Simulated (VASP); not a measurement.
Input of a VASP 6.6.1 run:

The input INCAR:

```
PREC = Accurate
ENCUT = 600
EDIFF = 1E-6
ISMEAR = 0
SIGMA = 0.1
LREAL = F
LASPH = T
NELM = 60
ALGO = Normal
ISIF = 3
LWAVE = F
LCHARG = F
GGA = PE
IBRION = 2
NSW = 100
EDIFFG = -0.01
```

File KPOINTS:

```
Automatic mesh
0
Gamma
  12 12 4
```

File POSCAR:

```
CaTi2N2
1.0
    3.1121991909      0.0000000000      0.0000000000
   -1.5560995954      2.6952435609      0.0000000000
    0.0000000000      0.0000000000      7.9595159661
Ca Ti N
1 2 2
Direct
    0.3333333333      0.6666666667      0.6356628205
    0.0000000000      0.0000000000      0.0174546317
    0.6666666667      0.3333333333      0.3053917232
    0.3333333333      0.6666666667      0.1507103199
    0.0000000000      0.0000000000      0.4507805047
```

Potentials or basis: VASP PAW PBE potentials, release 64 (Ca_sv, Ti_sv, N).

Command:

```sh
$ cat potpaw_PBE.64/Ca_sv/POTCAR potpaw_PBE.64/Ti_sv/POTCAR potpaw_PBE.64/N/POTCAR > POTCAR
$ mpirun -np 1 vasp_std > vasp.out
```

Problem. What does it give for the relaxed volume?

Solution. 13.37 Å³/atom.

Problem. Estimate the space group after relaxing (to 0.1 Å).

Solution. P3m1 (No. 156).

Final structure:
```
Ca Ti N
1.0
     3.11371    0.00000    0.00000
    -1.55685    2.69655    0.00000
     0.00000    0.00000    7.96365
Ca Ti N
1 2 2
Direct
  0.33333 0.66667 0.63571
  0.00000 0.00000 0.01792
  0.66667 0.33333 0.30532
  0.33333 0.66667 0.14987
  0.00000 0.00000 0.45119
```
